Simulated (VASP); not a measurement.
# BN in VASP: further runs

The runs below take BN through single point, with PBEsol.

All numbers are computed with VASP 6.6.1; they aren't measurements. Logs are shortened: lines on timing, memory, paths and dates and some standing lists are left out, and cuts for length are marked.

### 1 The cell of the first run

The typed cell holds 2 atoms: a = 2.544 Å, b = 2.550 Å, c = 2.545 Å, α = 60.31°, β = 60.28°, γ = 59.82°.

### 2 Single point, PBEsol (atoms moved at random and the cell strained at random)

Input file INCAR:

```
  ALGO = Normal
  EDIFF = 1E-6
  ENCUT = 520
  GGA = PS
  ISIF = 2
  ISMEAR = 0
  LASPH = T
  LCHARG = F
  LREAL = F
  LWAVE = F
  NBANDS = 11
  NELM = 60
  PREC = Accurate
  SIGMA = 0.02
```

Input file KPOINTS:

```
k-points
0
Gamma
  12 12 12
```

Input file POSCAR:

```
BN
1.0
    0.0000181300      1.7914262881      1.8058033860
    1.7967746410     -0.0037710421      1.8095925581
    1.8004187731      1.7988595922     -0.0074151741
B N
1 1
Direct
    0.0040761147     -0.0105129561      0.0111527793
    0.7459238853      0.7605129561      0.7388472207
```

Potentials or basis: VASP PAW PBE potentials, release 64 (B, N).

On the command line:

```bash
cat potpaw_PBE.64/B/POTCAR potpaw_PBE.64/N/POTCAR > POTCAR
mpirun -np 1 vasp_std > vasp.out
```

OUTCAR:

```text
EDIFF = 1E-6
   ENCUT = 520
   GGA = PS
   ISIF = 2
   ISMEAR = 0
   LASPH = T
   LREAL = F
   NELM = 60
   PREC = Accurate

 ion  position               nearest neighbor table
   1  0.004  0.989  0.011-   2 1.52   2 1.54   2 1.58   2 1.61
   2  0.746  0.761  0.739-   1 1.52   1 1.54   1 1.58   1 1.61

  Warning from LATTYP: Got some problem with cell dimensions!
  Tried to take original basis but could not verify dimensions!
  LATTYP: Found a triclinic cell.
 ALAT       =     2.5398979846
 B/A-ratio  =     2.9980503143
 C/A-ratio  =     1.0040189066
 COS(alpha) =     0.0004220811
 COS(beta)  =     0.5005386938
 COS(gamma) =     0.8327361941

  Lattice vectors:

 A1 = (  -1.7967565110,   1.7951973302,  -0.0037891721)
 A2 = (  -1.7930761189,   7.1806805407,   1.7908098677)
 A3 = (  -1.7967746410,   0.0037710421,  -1.8095925581)

Analysis of symmetry for initial positions (statically):
=====================================================================
 Subroutine PRICEL returns:
 Original cell was already a primitive cell.

 Routine SETGRP: Setting up the symmetry group for a
 triclinic supercell.

 Subroutine GETGRP returns: Found  1 space group operations
 (whereof  1 operations were pure point group operations)
 out of a pool of  2 trial point group operations.

The static configuration has the point symmetry C_1 .

Analysis of symmetry for dynamics (positions and initial velocities):
=====================================================================
 Subroutine PRICEL returns:
 Original cell was already a primitive cell.

 Routine SETGRP: Setting up the symmetry group for a
 triclinic supercell.

 Subroutine GETGRP returns: Found  1 space group operations
 (whereof  1 operations were pure point group operations)
 out of a pool of  2 trial point group operations.

The dynamic configuration has the point symmetry C_1 .

 Subroutine INISYM returns: Found  1 space group operations
 (whereof  1 operations are pure point group operations),
 and found     1 'primitive' translations

----------------------------------------------------------------------------------------

                                     Primitive cell

  volume of cell :      11.7092

  direct lattice vectors                    reciprocal lattice vectors
     0.000018130  1.791426288  1.805803386    -0.278001512  0.279382720  0.276614550
     1.796774641 -0.003771042  1.809592558     0.278556248 -0.277662247  0.275448813
     1.800418773  1.798859592 -0.007415174     0.277436697  0.277097433 -0.274894077
[... 92 lines left out ...]
   POTIM  = 0.5000    time-step for ionic-motion
   TEBEG  =    0.0;   TEEND  =   0.0 temperature during run
   PSTRESS=    0.0 pullay stress
   NELECT =       8.0000    total number of electrons
   NUPDOWN=      -1.0000    fix difference up-down
   EMIN   =  10.00;   EMAX   =-10.00  energy-range for DOS
   EFERMI =   0.00;   METHOD = LEGACY
   ISMEAR =     0;   SIGMA  =   0.02  broadening in eV -4-tet -1-fermi 0-gaus
   EFERMI_NEDOS =   21; number of points for ismear=-14 and -15
   IALGO  =     38    algorithm
   IMIX   =      4    mixing-type and parameters
     AMIX     =   0.40;   BMIX     =  1.00
     AMIX_MAG =   1.60;   BMIX_MAG =  1.00
  volume/ion in A,a.u.               =       5.85        39.51
  Fermi-wavevector in a.u.,A,eV,Ry     =   1.441880  2.724758 28.286754  2.079018
  Thomas-Fermi vector in A             =   2.560463
   LORBIT       =      0    0 simple, 1 ext, 2 COOP (PROOUT), +10 PAW based schemes
   GGA     = PS    functional components
   LHFCALC =     F    Hartree Fock is set to
   AEXX    =    0.0000 exact exchange contribution
   IVDW    =     0    specifies the selected vdW correction
   LEPSILON=     F    determine dielectric tensor
   LRPA    =     F    only Hartree local field effects (RPA)
 non-spin polarized calculation
 Gauss-broadening in eV      SIGMA  =   0.02
  energy-cutoff  :      520.00
  volume of cell :       11.71
 maximum number of plane-waves:       331
   NGX =  9   NGY =  9   NGZ =  9

 number of electron       8.0000000 magnetization

 Free energy of the ion-electron system (eV)
  ---------------------------------------------------
  ext. energy  EPLUGINS =         0.00000000
  ---------------------------------------------------
  free energy    TOTEN  =       -18.30174850 eV

  energy without entropy =      -18.30174850  energy(sigma->0) =      -18.30174850

 E-fermi :   8.0499     XC(G=0): -13.0583

 val. band max:        7.9586674591   @ k =   0.0000   0.0000   0.0000
 cond. band min:      11.6688688903   @ k =   0.0000   0.5000   0.5000
 fundamental gap:      3.7102014312
 Fermi energy:         8.0498576178

 k-point     1 :       0.0000    0.0000    0.0000
  band No.  band energies     occupation
      1     -12.8839      2.00000
      2       6.8719      2.00000
      3       7.5348      2.00000
      4       7.9587      2.00000
      5      15.9010      0.00000
      6      16.2665      0.00000
      7      16.7204      0.00000
      8      17.8792      0.00000
      9      32.1070      0.00000
     10      35.0465      0.00000
     11      35.0998      0.00000
[... 309 lines left out ...]
 k-point    24 :       0.3333    0.1667    0.0000
  band No.  band energies     occupation
      1     -10.5030      2.00000
      2       1.2265      2.00000
      3       4.4572      2.00000
      4       5.3076      2.00000
      5      15.3780      0.00000
      6      19.2766      0.00000
      7      20.4670      0.00000
      8      20.9415      0.00000
      9      26.6772      0.00000
     10      33.7528      0.00000
     11      35.1752      0.00000

 [... further k-points ...]

------------------------ aborting loop because EDIFF is reached ----------------------------------------

  FORCE on cell =-STRESS in cart. coord.  units (eV):
  Direction    XX          YY          ZZ          XY          YZ          ZX
  --------------------------------------------------------------------------------------
  -------------------------------------------------------------------------------------
  Total        0.2467036      0.2498544     -0.0752683     -0.0220239      0.1499743     -0.0749000
  in kB       33.7566203     34.1877362    -10.2990117     -3.0135455     20.5210819    -10.2486152
  external PRESSURE =      19.2151150 kB  Pullay stress =       0.0000000 kB

 VOLUME and BASIS-vectors are now :
 -----------------------------------------------------------------------------
  energy-cutoff  :      520.00
  volume of cell :       11.71
      direct lattice vectors                 reciprocal lattice vectors
     0.000018130  1.791426288  1.805803386    -0.278001512  0.279382720  0.276614550
     1.796774641 -0.003771042  1.809592558     0.278556248 -0.277662247  0.275448813
     1.800418773  1.798859592 -0.007415174     0.277436697  0.277097433 -0.274894077

 POSITION                                       TOTAL-FORCE (eV/Angst)
 -----------------------------------------------------------------------------------
      1.79796      0.02363      1.79785        -0.158423     -1.343715      0.563618
      2.69672      2.66248      2.71773         0.158423      1.343715     -0.563618
 -----------------------------------------------------------------------------------
    total drift:                               -0.000015     -0.000027     -0.000025

  FREE ENERGIE OF THE ION-ELECTRON SYSTEM (eV)
  ---------------------------------------------------
  free  energy   TOTEN  =       -18.3017484970 eV

  energy  without entropy=      -18.3017484970  energy(sigma->0) =      -18.30174850
```

OSZICAR:

```text
N       E                     dE             d eps       ncg     rms          rms(c)
DAV:   1     0.939720114950E+01    0.93972E+01   -0.49806E+03 19652   0.722E+02
DAV:   2    -0.187637422153E+02   -0.28161E+02   -0.27333E+02 23044   0.165E+02
DAV:   3    -0.192700890330E+02   -0.50635E+00   -0.50558E+00 22487   0.189E+01
DAV:   4    -0.192706503565E+02   -0.56132E-03   -0.56131E-03 20415   0.710E-01
DAV:   5    -0.192706508429E+02   -0.48643E-06   -0.48643E-06 22024   0.205E-02    0.664E+00
DAV:   6    -0.184089129437E+02    0.86174E+00   -0.27070E+00 20191   0.944E+00    0.330E+00
DAV:   7    -0.183225367057E+02    0.86376E-01   -0.10402E-01 21593   0.258E+00    0.189E+00
DAV:   8    -0.183017344535E+02    0.20802E-01   -0.33117E-02 21397   0.126E+00    0.183E-01
DAV:   9    -0.183017279965E+02    0.64570E-05   -0.86865E-04 20395   0.249E-01    0.805E-02
DAV:  10    -0.183017465651E+02   -0.18569E-04   -0.64004E-05 21252   0.700E-02    0.133E-02
DAV:  11    -0.183017484122E+02   -0.18472E-05   -0.40631E-06 21176   0.157E-02    0.848E-03
DAV:  12    -0.183017484970E+02   -0.84730E-07   -0.92322E-07  9998   0.652E-03
   1 F= -.18301748E+02 E0= -.18301748E+02  d E =-.611385E-14
```

stdout:

```text
POSCAR found type information on POSCAR B N
 POSCAR found :  2 types and       2 ions
 scaLAPACK will be used
 -----------------------------------------------------------------------------
|                                                                             |
|                                                                             |
|     You enforced a specific xc type in the INCAR file but a different       |
|     I HOPE YOU KNOW WHAT YOU ARE DOING!                                     |
|                                                                             |
 -----------------------------------------------------------------------------

 LDA part: xc-table for (Slater+PW92), standard interpolation
 POSCAR, INCAR and KPOINTS ok, starting setup
 FFT: planning ... GRIDC
 FFT: planning ... GRID_SOFT
 FFT: planning ... GRID
 WAVECAR not read
 entering main loop
```

It took 3 min on 1 thread of AMD EPYC 7R13, shared host; peak memory 0.18 GiB.

What came out:

```yaml
Free_energy: -18.3017 eV
Pressure: 1.9 GPa
Largest_force: 1.466 eV/Å
Band_gap_on_the_k_mesh: 3.71 eV (least direct gap 7.94 eV)
```

Forces on the atoms (eV/Å):
```
B   -0.158 -1.344  0.564
N    0.158  1.344 -0.564
```

Levels at points of the mesh, in eV from the valence-band top:
```tsv
k point	band 2	band 3	band 4	band 5	band 6	band 7
(0.00, 0.00, 0.00)	-1.09	-0.42	0.00	7.94	8.31	8.76
(0.50, 0.00, 0.00)	-11.38	-2.81	-2.06	9.15	9.78	11.16
(0.00, 0.50, 0.00)	-11.24	-2.87	-2.19	9.47	9.73	10.62
(0.50, 0.50, 0.00)	-9.60	-5.51	-5.26	3.84	8.68	17.38
(0.00, 0.00, 0.50)	-11.48	-2.59	-2.06	9.64	9.89	11.05
(0.50, 0.00, 0.50)	-9.47	-5.78	-5.26	3.74	8.57	17.09
(0.00, 0.50, 0.50)	-9.50	-5.53	-5.42	3.71	8.51	17.52
(0.50, 0.50, 0.50)	-11.29	-3.01	-2.01	9.14	9.86	10.86
```

Caveat: the cell differs from its parent crystal (atoms moved at random and the cell strained at random); the PAW data sets were made with another functional, which shifts forces and pressure a little.

### 3 Single point, PBEsol (5.74 Å³/atom)

This run uses another cell than the first one, of 5.74 Å³/atom.

Input file INCAR:

```
SYSTEM = BN
PREC = Accurate ; ENCUT = 520
EDIFF = 1E-7 ; ISMEAR = 0
SIGMA = 0.01 ; LREAL = .False.
LASPH = .True. ; NELM = 80
ALGO = Normal ; ISIF = 2
LWAVE = .False. ; LCHARG = .False.
GGA = PS ; NBANDS = 11
```

Input file KPOINTS:

```
Automatic mesh
0
Gamma
  12 12 12
  0 0 0
```

Input file POSCAR:

```
BN
1.0
    0.0000000000      1.7907454638      1.7907454638
    1.7907454638      0.0000000000      1.7907454638
    1.7907454638      1.7907454638      0.0000000000
B N
1 1
Direct
    0.0000000000      0.0000000000      0.0000000000
    0.7500000000      0.7500000000      0.7500000000
```

Potentials or basis: VASP PAW PBE potentials, release 64 (B, N).

On the command line:

```bash
cat potpaw_PBE.64/B/POTCAR potpaw_PBE.64/N/POTCAR > POTCAR
mpirun -np 1 vasp_std > vasp.out
```

It took 4.6 s on 1 thread of AMD EPYC 9R45 (Zen 5), shared host; peak memory 0.09 GiB.

Results (log left out):

- Free energy: -18.3397 eV
- Pressure: 8.8 GPa
- Band gap on the k mesh: 4.31 eV (least direct gap 8.89 eV)

Levels at points of the mesh, in eV from the valence-band top:
```
           k point  band 1  band 2  band 3  band 4  band 5  band 6  band 7  band 8
(0.00, 0.00, 0.00)  -20.58    0.00    0.00    0.00    8.89    8.89    8.89   10.72
(0.50, 0.00, 0.00)  -16.17  -11.04   -2.00   -2.00   10.46   10.77   10.77   15.36
(0.50, 0.50, 0.00)  -14.75   -9.15   -5.08   -5.08    4.31    9.25   18.31   18.31
```

Caveat: the cell stands under pressure; the PAW data sets were made with another functional, which shifts forces and pressure a little.

### 4 Single point, PBEsol (5.98 Å³/atom)

This run uses another cell than the first one, of 5.98 Å³/atom.

Input file INCAR:

```
SYSTEM = BN
  PREC = Accurate
  ENCUT = 520
  EDIFF = 1E-7
  ISMEAR = 0
  SIGMA = 0.01
  LREAL = .FALSE.
  LASPH = .TRUE.
  NELM = 100
  ALGO = Normal
  ISIF = 2
  LWAVE = .FALSE.
  LCHARG = .TRUE.
  GGA = PS
  LELF = .TRUE.
  LVHAR = .TRUE.
  NBANDS = 11
```

Input file KPOINTS:

```
Automatic mesh
0
G
  12 12 12
  0 0 0
```

Input file POSCAR:

```
BN
1.0
    0.0000000000      1.8147851843      1.8147851843
    1.8147851843      0.0000000000      1.8147851843
    1.8147851843      1.8147851843      0.0000000000
B N
1 1
Direct
    0.0000000000      0.0000000000      0.0000000000
    0.7500000000      0.7500000000      0.7500000000
```

On the command line:

```bash
cat potpaw_PBE.64/B/POTCAR potpaw_PBE.64/N/POTCAR > POTCAR
mpirun -np 1 vasp_std > vasp.out
```

Run time: 5.1 s. Hardware: 1 thread of AMD EPYC 9R45 (Zen 5), shared host; peak memory 0.09 GiB.

The run converged. Its results:

```
Free energy            : -18.3426 eV
Pressure               : -6.8 GPa
Band gap on the k mesh : 4.26 eV (least direct gap 8.71 eV)
```

Levels at points of the mesh, in eV from the valence-band top:
| k point | band 1 | band 2 | band 3 | band 4 | band 5 | band 6 | band 7 | band 8 | band 9 |
| --- | --- | --- | --- | --- | --- | --- | --- | --- | --- |
| (0.00, 0.00, 0.00) | -20.12 | 0.00 | 0.00 | 0.00 | 8.71 | 8.71 | 8.71 | 10.07 | 24.28 |
| (0.50, 0.00, 0.00) | -15.90 | -10.67 | -1.93 | -1.93 | 9.94 | 10.56 | 10.56 | 14.95 | 23.01 |
| (0.50, 0.50, 0.00) | -14.54 | -8.89 | -4.88 | -4.88 | 4.26 | 9.02 | 17.69 | 17.69 | 20.42 |

Caveat: the cell stands under tension; the PAW data sets were made with another functional, which shifts forces and pressure a little. A k mesh can miss the band edges.

(Part 1 of 2 ends here.)
